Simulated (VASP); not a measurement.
# Pt (Fm-3m) in VASP: a series of runs

Runs on Pt. Level: LDA. Tasks: single point, relaxation of cell and atoms.

Program: VASP 6.6.1. These are calculated values, not measurements. Logs are shortened: lines on timing, memory, paths and dates and some standing lists are left out, and cuts for length are marked.

## 1. The cell of the first run

The structure is cubic, space group Fm-3m (No. 225). Conventional cell: a = 3.891 Å, b = 3.891 Å, c = 3.891 Å, α = 90.00°, β = 90.00°, γ = 90.00°. Pt (site symmetry m-3m) has 12 Pt at 2.75 Å within 3.6 Å.

## 2. Single point, LDA

INCAR

```
SYSTEM = Pt
ALGO     = Normal         ! electronic algorithm
EDIFF    = 1E-6           ! SCF threshold, eV
ENCUT    = 520            ! plane-wave cutoff, eV
GGA      = CA             ! functional
ISIF     = 2              ! what is computed and relaxed
ISMEAR   = 0              ! smearing method
LASPH    = .True.         ! aspherical terms in the spheres
LCHARG   = .False.        ! write CHGCAR
LREAL    = .False.        ! projectors in reciprocal space
LWAVE    = .False.        ! write WAVECAR
NBANDS   = 11             ! bands
NELM     = 100            ! most SCF steps
PREC     = Accurate       ! precision mode
SIGMA    = 0.1            ! smearing width, eV
```

KPOINTS

```
k-points
0
Gamma
  8 8 8
  0 0 0
```

POSCAR

```
Pt
1.0
    0.0000000000      1.9456504812      1.9456504812
    1.9456504812      0.0000000000      1.9456504812
    1.9456504812      1.9456504812      0.0000000000
Pt
1
Direct
    0.0000000000      0.0000000000      0.0000000000
```

Potentials or basis: VASP PAW LDA potentials, release 64 (Pt).

On the command line:

```bash
$ cat potpaw_LDA.64/Pt/POTCAR > POTCAR
$ mpirun -np 1 vasp_std > vasp.out
```

OUTCAR:

```text
SYSTEM = Pt
   EDIFF = 1E-6
   ENCUT = 520
   GGA = CA
   ISIF = 2
   ISMEAR = 0
   LASPH = .True.
   LREAL = .False.
   NELM = 100
   PREC = Accurate

 ion  position               nearest neighbor table
   1  0.000  0.000  0.000-

  LATTYP: Found a face centered cubic cell.
 ALAT       =     3.8913009624

  Lattice vectors:

 A1 = (   0.0000000000,   1.9456504812,   1.9456504812)
 A2 = (   1.9456504812,   0.0000000000,   1.9456504812)
 A3 = (   1.9456504812,   1.9456504812,   0.0000000000)

Analysis of symmetry for initial positions (statically):
=====================================================================
 Subroutine PRICEL returns:
 Original cell was already a primitive cell.

 Routine SETGRP: Setting up the symmetry group for a
 face centered cubic supercell.

 Subroutine GETGRP returns: Found 48 space group operations
 (whereof 48 operations were pure point group operations)
 out of a pool of 48 trial point group operations.

The static configuration has the point symmetry O_h .

Analysis of symmetry for dynamics (positions and initial velocities):
=====================================================================
 Subroutine PRICEL returns:
 Original cell was already a primitive cell.

 Routine SETGRP: Setting up the symmetry group for a
 face centered cubic supercell.

 Subroutine GETGRP returns: Found 48 space group operations
 (whereof 48 operations were pure point group operations)
 out of a pool of 48 trial point group operations.

The dynamic configuration has the point symmetry O_h .

 Subroutine INISYM returns: Found 48 space group operations
 (whereof 48 operations are pure point group operations),
 and found     1 'primitive' translations

----------------------------------------------------------------------------------------

                                     Primitive cell

  volume of cell :      14.7307

  direct lattice vectors                    reciprocal lattice vectors
     0.000000000  1.945650481  1.945650481    -0.256983464  0.256983464  0.256983464
     1.945650481  0.000000000  1.945650481     0.256983464 -0.256983464  0.256983464
     1.945650481  1.945650481  0.000000000     0.256983464  0.256983464 -0.256983464

  length of vectors
     2.751565298  2.751565298  2.751565298     0.445108416  0.445108416  0.445108416

  position of ions in fractional coordinates (direct lattice)
     0.000000000  0.000000000  0.000000000

  ion indices of the primitive-cell ions
   primitive index   ion index
                 1           1

----------------------------------------------------------------------------------------

 KPOINTS: k-points

Automatic generation of k-mesh.
 Grid dimensions read from file:
 generate k-points for:    8    8    8

 Generating k-lattice:

  Cartesian coordinates                     Fractional coordinates (reciprocal lattice)
    -0.032122933  0.032122933  0.032122933     0.125000000  0.000000000  0.000000000
     0.032122933 -0.032122933  0.032122933     0.000000000  0.125000000  0.000000000
     0.032122933  0.032122933 -0.032122933     0.000000000  0.000000000  0.125000000

  Length of vectors
     0.055638552  0.055638552  0.055638552

  Shift w.r.t. Gamma in fractional coordinates (k-lattice)
     0.000000000  0.000000000  0.000000000

 Subroutine IBZKPT returns following result:
 ===========================================

 Found     29 irreducible k-points:

 Following reciprocal coordinates:
            Coordinates               Weight
  0.000000  0.000000  0.000000      1.000000
  0.125000  0.000000  0.000000      8.000000
  0.250000  0.000000  0.000000      8.000000
  0.375000  0.000000  0.000000      8.000000
  0.500000  0.000000  0.000000      4.000000
  0.125000  0.125000  0.000000      6.000000
[... 16 lines left out ...]
  0.500000  0.250000  0.125000     48.000000
 -0.375000  0.250000  0.125000     24.000000
 [... further k-points ...]
   k-points           NKPTS =     29   k-points in BZ     NKDIM =     29   number of bands    NBANDS=     11
   number of dos      NEDOS =    301   number of ions     NIONS =      1
   total plane-waves  NPLWV =   8000
   dimension x,y,z NGX =    20 NGY =   20 NGZ =   20
   dimension x,y,z NGXF=    40 NGYF=   40 NGZF=   40
   ions per type =               1
   NGX,Y,Z   is equivalent  to a cutoff of  12.08, 12.08, 12.08 a.u.
   NGXF,Y,Z  is equivalent  to a cutoff of  24.17, 24.17, 24.17 a.u.
 SYSTEM =  Pt
   PREC   = accura    normal or accurate (medium, high low for compatibility)
   ISTART =      0    job   : 0-new  1-cont  2-samecut
   ICHARG =      2    charge: 1-file 2-atom 10-const
   ISPIN  =      1    spin polarized calculation?
   LNONCOLLINEAR =      F non collinear calculations
   LSORBIT =      F    spin-orbit coupling
   LASPH  =      T    aspherical Exc in radial PAW
   ENCUT  =  520.0 eV  38.22 Ry    6.18 a.u.   5.12  5.12  5.12*2*pi/ulx,y,z
   NELM   =    100;   NELMIN=  2; NELMDL= -5     # of ELM steps
   EDIFF  = 0.1E-05   stopping-criterion for ELM
   LREAL  =      F    real-space projection
   EDIFFG = 0.1E-04   stopping-criterion for IOM
   NSW    =      0    number of steps for IOM
   IBRION =     -1    ionic relax: 0-MD 1-quasi-New 2-CG
   NFREE  =      0    steps in history (QN), initial steepest desc. (CG)
   ISIF   =      2    stress and relaxation
   ISYM   =      2    0-nonsym 1-usesym 2-fastsym
   POTIM  = 0.5000    time-step for ionic-motion
   TEBEG  =    0.0;   TEEND  =   0.0 temperature during run
   PSTRESS=    0.0 pullay stress
   NELECT =      10.0000    total number of electrons
   NUPDOWN=      -1.0000    fix difference up-down
   EMIN   =  10.00;   EMAX   =-10.00  energy-range for DOS
   EFERMI =   0.00;   METHOD = LEGACY
   ISMEAR =     0;   SIGMA  =   0.10  broadening in eV -4-tet -1-fermi 0-gaus
   EFERMI_NEDOS =   21; number of points for ismear=-14 and -15
   IALGO  =     38    algorithm
   IMIX   =      4    mixing-type and parameters
     AMIX     =   0.40;   BMIX     =  1.00
     AMIX_MAG =   1.60;   BMIX_MAG =  1.00
  volume/ion in A,a.u.               =      14.73        99.41
  Fermi-wavevector in a.u.,A,eV,Ry     =   1.438799  2.718935 28.165984  2.070141
  Thomas-Fermi vector in A             =   2.557725
   LORBIT       =      0    0 simple, 1 ext, 2 COOP (PROOUT), +10 PAW based schemes
   GGA     = CA    functional components
   LHFCALC =     F    Hartree Fock is set to
   AEXX    =    0.0000 exact exchange contribution
   IVDW    =     0    specifies the selected vdW correction
   LEPSILON=     F    determine dielectric tensor
   LRPA    =     F    only Hartree local field effects (RPA)
 non-spin polarized calculation
 Gauss-broadening in eV      SIGMA  =   0.10
  energy-cutoff  :      520.00
  volume of cell :       14.73
 maximum number of plane-waves:       415
   NGX = 11   NGY = 11   NGZ = 11

 number of electron      10.0000000 magnetization

 Free energy of the ion-electron system (eV)
  ---------------------------------------------------
  ext. energy  EPLUGINS =         0.00000000
  ---------------------------------------------------
  free energy    TOTEN  =        -7.49784313 eV

  energy without entropy =       -7.48922613  energy(sigma->0) =       -7.49353463

 E-fermi :  11.5402     XC(G=0): -13.8292

 val. band max:       11.3831588432   @ k =  -0.3750   0.3750   0.0000
 cond. band min:      11.5408475391   @ k =  -0.2500   0.1250   0.0000
 fundamental gap:      0.1576886959
 Fermi energy:        11.5401720296

 k-point     1 :       0.0000    0.0000    0.0000
  band No.  band energies     occupation
      1       1.0933      2.00000
      2       7.6106      2.00000
      3       7.6106      2.00000
      4       7.6106      2.00000
      5       9.8828      2.00000
      6       9.8828      2.00000
      7      26.1609      0.00000
      8      31.2137      0.00000
      9      31.2137      0.00000
     10      31.2137      0.00000
     11      36.7621      0.00000

 k-point     2 :       0.1250    0.0000    0.0000
  band No.  band energies     occupation
      1       1.7184      2.00000
      2       7.3588      2.00000
      3       7.8387      2.00000
      4       7.8387      2.00000
      5       9.7750      2.00000
      6       9.7750      2.00000
      7      27.0984      0.00000
      8      28.7824      0.00000
      9      32.1975      0.00000
     10      32.1975      0.00000
     11      38.1799      0.00000

 k-point     3 :       0.2500    0.0000    0.0000
  band No.  band energies     occupation
      1       3.1726      2.00000
      2       7.2585      2.00000
      3       8.0039      2.00000
      4       8.0039      2.00000
      5      10.0566      2.00000
      6      10.0566      2.00000
      7      25.0186      0.00000
      8      28.0240      0.00000
      9      34.4662      0.00000
     10      34.4662      0.00000
     11      35.2847      0.00000

 k-point     4 :       0.3750    0.0000    0.0000
  band No.  band energies     occupation
      1       3.9452      2.00000
      2       7.7174      2.00000
      3       7.7174      2.00000
      4       8.9810      2.00000
      5      11.0562      2.00000
      6      11.0562      2.00000
      7      20.5479      0.00000
      8      26.4673      0.00000
      9      32.1381      0.00000
     10      32.1381      0.00000
     11      38.2585      0.00000
[... 239 lines left out ...]
 k-point    22 :       0.3750    0.2500    0.1250
  band No.  band energies     occupation
      1       4.4815      2.00000
      2       6.2443      2.00000
      3       7.6030      2.00000
      4       9.3374      2.00000
      5       9.4449      2.00000
      6      11.5941      0.44531
      7      25.2690      0.00000
      8      27.5859      0.00000
      9      29.6888      0.00000
     10      31.8920      0.00000
     11      36.2152      0.00000

 k-point    23 :       0.5000    0.2500    0.1250
  band No.  band energies     occupation
      1       5.2828      2.00000
      2       6.7752      2.00000
      3       7.0705      2.00000
      4       9.0437      2.00000
      5      10.7949      2.00000
      6      13.5634      0.00000
      7      21.0090      0.00000
      8      26.1893      0.00000
      9      27.9524      0.00000
     10      32.2522      0.00000
     11      36.0562      0.00000

 k-point    24 :      -0.3750    0.2500    0.1250
  band No.  band energies     occupation
      1       5.2956      2.00000
      2       6.5566      2.00000
      3       7.9803      2.00000
      4       8.7689      2.00000
      5      11.3701      1.98383
      6      16.0864      0.00000
      7      17.2301      0.00000
      8      26.5260      0.00000
      9      26.8247      0.00000
     10      30.8462      0.00000
     11      38.0368      0.00000

 [... further k-points ...]
[... 5 lines left out ...]
  --------------------------------------------------------------------------------------
  -------------------------------------------------------------------------------------
  Total        0.0663496      0.0663496      0.0663496      0.0000000      0.0000000      0.0000000
  in kB        7.2164668      7.2164668      7.2164668      0.0000000      0.0000000      0.0000000
  external PRESSURE =       7.2164668 kB  Pullay stress =       0.0000000 kB

 VOLUME and BASIS-vectors are now :
 -----------------------------------------------------------------------------
  energy-cutoff  :      520.00
  volume of cell :       14.73
      direct lattice vectors                 reciprocal lattice vectors
     0.000000000  1.945650481  1.945650481    -0.256983464  0.256983464  0.256983464
     1.945650481  0.000000000  1.945650481     0.256983464 -0.256983464  0.256983464
     1.945650481  1.945650481  0.000000000     0.256983464  0.256983464 -0.256983464

 POSITION                                       TOTAL-FORCE (eV/Angst)
 -----------------------------------------------------------------------------------
      0.00000      0.00000      0.00000         0.000000      0.000000      0.000000
 -----------------------------------------------------------------------------------
    total drift:                                0.000000     -0.000000     -0.000000

  FREE ENERGIE OF THE ION-ELECTRON SYSTEM (eV)
  ---------------------------------------------------
  free  energy   TOTEN  =        -7.4978431343 eV

  energy  without entropy=       -7.4892261308  energy(sigma->0) =       -7.49353463
```

Wall time 5.4 s (1 thread of Intel Xeon 8259CL, shared host); peak memory 0.12 GiB.

Results:

* Free energy: -7.4978 eV
* Pressure: 0.7 GPa
* Band gap on the k mesh: zero (bands 5 and 6 overlap by 2.31 eV)

Caveat: spin-orbit coupling is left out, which moves the levels of the heavy elements.

## 3. Relaxation of cell and atoms, LDA

This run uses another cell than the first one, of 15.33 Å³/atom.

INCAR

```
SYSTEM = Pt
  PREC = Accurate
  ENCUT = 600
  EDIFF = 1E-6
  ISMEAR = 0
  SIGMA = 0.1
  LREAL = .False.
  LASPH = .True.
  NELM = 60
  ALGO = Fast
  ISIF = 3
  LWAVE = .False.
  LCHARG = .False.
  IBRION = 2
  NSW = 100
  EDIFFG = -0.05
```

KPOINTS

```
Automatic mesh
0
Gamma
  8 8 8
  0 0 0
```

POSCAR

```
Pt
1.0
    0.0000000000      1.9715751800      1.9715751800
    1.9715751800      0.0000000000      1.9715751800
    1.9715751800      1.9715751800      0.0000000000
Pt
1
Direct
    0.0000000000      0.0000000000      0.0000000000
```

Potentials or basis: VASP PAW LDA potentials, release 64 (Pt).

On the command line:

```bash
$ cat potpaw_LDA.64/Pt/POTCAR > POTCAR
$ mpirun -np 1 vasp_std > vasp.out
```

It took 20 s on 1 thread of Intel Xeon 8259CL, shared host; peak memory 0.14 GiB.

The run converged. Its results:

```
Free energy                           : -7.4981 eV
Relaxed volume                        : 14.77 Å³/atom
Relaxed cell                          : a = 2.754 Å, b = 2.754 Å, c = 2.754 Å, α = 60.00°, β = 60.00°, γ = 60.00°
Space group after relaxing (to 0.1 Å) : Fm-3m (No. 225)
Energy gained by relaxing             : 18.8 meV/atom
Ionic steps                           : 4
Pressure after relaxing               : -0.1 GPa
Band gap on the k mesh                : zero (bands 5 and 6 overlap by 2.30 eV)
```

The path:
| step | energy change (eV) | largest force (eV/Å) | pressure (GPa) | volume (Å³) |
| --- | --- | --- | --- | --- |
| 1 | 0.0000 | 0.0000 | -10.38 | 15.33 |
| 2 | 0.1774 | 0.0000 | 45.49 | 13.23 |
| 3 | -0.0188 | 0.0000 | -0.63 | 14.80 |
| 4 | -0.0188 | 0.0000 | -0.06 | 14.77 |

Final structure:
```xyz
1
Lattice="0.0000 1.9475 1.9475 1.9475 0.0000 1.9475 1.9475 1.9475 0.0000" Properties=species:S:1:pos:R:3 pbc="T T T"
Pt    1.9475    1.9475    0.0000
```

Levels at points of the mesh, in eV from the Fermi level:
```csv
k point,band 1,band 2,band 3,band 4,band 5,band 6,band 7,band 8,band 9
"(0.00, 0.00, 0.00)",-10.41,-3.91,-3.91,-3.91,-1.65,-1.65,14.63,19.67,19.67
"(0.50, 0.00, 0.00)",-7.53,-3.97,-3.97,-0.50,0.08,0.08,6.03,14.21,19.10
"(0.50, 0.50, 0.00)",-7.28,-6.83,0.06,0.54,0.54,1.79,9.14,11.47,11.47
```

Caveat: spin-orbit coupling is left out, which moves the levels of the heavy elements.
